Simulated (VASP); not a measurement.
Here is a VASP 6.6.1 calculation.

Contents of INCAR:

```
  PREC = Accurate
  ENCUT = 520
  EDIFF = 1E-7
  ISMEAR = 0
  SIGMA = 0.05
  LREAL = F
  LASPH = T
  NELM = 150
  ALGO = Normal
  ISIF = 2
  LWAVE = F
  LCHARG = F
  ISPIN = 2
  MAGMOM = 0 0 0 0 1
  LORBIT = 11
  LDIPOL = T
  IDIPOL = 3
  DIPOL = 0.5 0.5 0.315
  GGA = PE
  IVDW = 12
  NBANDS = 32
```

File KPOINTS:

```
regular mesh
0
Gamma
  7 7 1
```

The input POSCAR:

```
Sn2HO2
1.0
    3.8201633739      0.0000000000      0.0000000000
    0.0000000000      3.8201633739      0.0000000000
    0.0000000000      0.0000000000     17.8630408312
Sn O H
2 2 1
Direct
    0.7500000000      0.2500000000      0.2239260402
    0.2500000000      0.7500000000      0.3562126343
    0.2500000000      0.2500000000      0.2900693373
    0.7500000000      0.7500000000      0.2900693373
    0.5000000000      1.2500000000      0.4150271078
```

Potentials or basis: VASP PAW PBE potentials, release 64 (Sn_d, O, H).

Run with:

```sh
$ cat potpaw_PBE.64/Sn_d/POTCAR potpaw_PBE.64/O/POTCAR potpaw_PBE.64/H/POTCAR > POTCAR
$ mpirun -np 1 vasp_std > vasp.out
```

Estimate the dispersion energy per atom.

-0.129 eV.

Estimate the net moment.

0.10 μB per cell.

What does it give for the largest force?

1.082 eV/Å.

Forces in eV/Å, atoms in the order of the input:
```
Sn   0.052  0.000  0.029
Sn   0.868  0.000  0.646
O   -0.464  0.000 -0.872
O    0.067  0.000  0.188
H   -0.524  0.000  0.010
```
